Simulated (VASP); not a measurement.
Wanted: the native input for a VASP 6.6.1 run.

```
Task                   : single point
Functional             : LDA
Potentials or basis    : VASP PAW LDA potentials, release 64 (Pt)
Cutoff                 : 520 eV
k mesh                 : 24 × 24 × 24
Occupations            : gaussian, width 0.15 eV
Spin                   : no spin polarisation
Dipole correction      : no
Further INCAR settings : ALGO = Fast; EDIFF = 1e-07; NBANDS = 11
```

The structure of Pt lies in POSCAR:

```
Pt
1.0
   -1.6724090789      1.6724090789      1.4215477170
    1.6724090789     -1.6724090789      1.4215477170
    1.6724090789      1.6724090789     -1.4215477170
Pt
1
Direct
    0.0000000000      0.0000000000      0.0000000000
```

This cell differs from its parent crystal: ratio of the length along z to the lengths across it x 0.85, volume and fractional coordinates fixed.

The input as run:

INCAR

```
SYSTEM = Pt
ALGO = Fast
EDIFF = 1E-7
ENCUT = 520
GGA = CA
ISIF = 2
ISMEAR = 0
LASPH = .TRUE.
LCHARG = .TRUE.
LELF = .TRUE.
LREAL = .FALSE.
LVHAR = .TRUE.
LWAVE = .FALSE.
NBANDS = 11
NELM = 60
PREC = Accurate
SIGMA = 0.15
```

KPOINTS

```
k-points
0
G
  24 24 24
  0 0 0
```

Potentials or basis: VASP PAW LDA potentials, release 64 (Pt).

Command:

```console
$ cat potpaw_LDA.64/Pt/POTCAR > POTCAR
$ mpirun -np 1 vasp_std > vasp.out
```

Results of the run:

* Pressure: -16.2 GPa
* Band gap on the k mesh: zero (bands 5 and 6 overlap by 2.01 eV)

Caveat: the cell stands under tension; spin-orbit coupling is left out, which moves the levels of the heavy elements.

Run time: 66 s on 1 thread of Intel(R) Xeon(R) 6975P-C (Granite Rapids), on a shared host, peak memory 0.29 GiB.
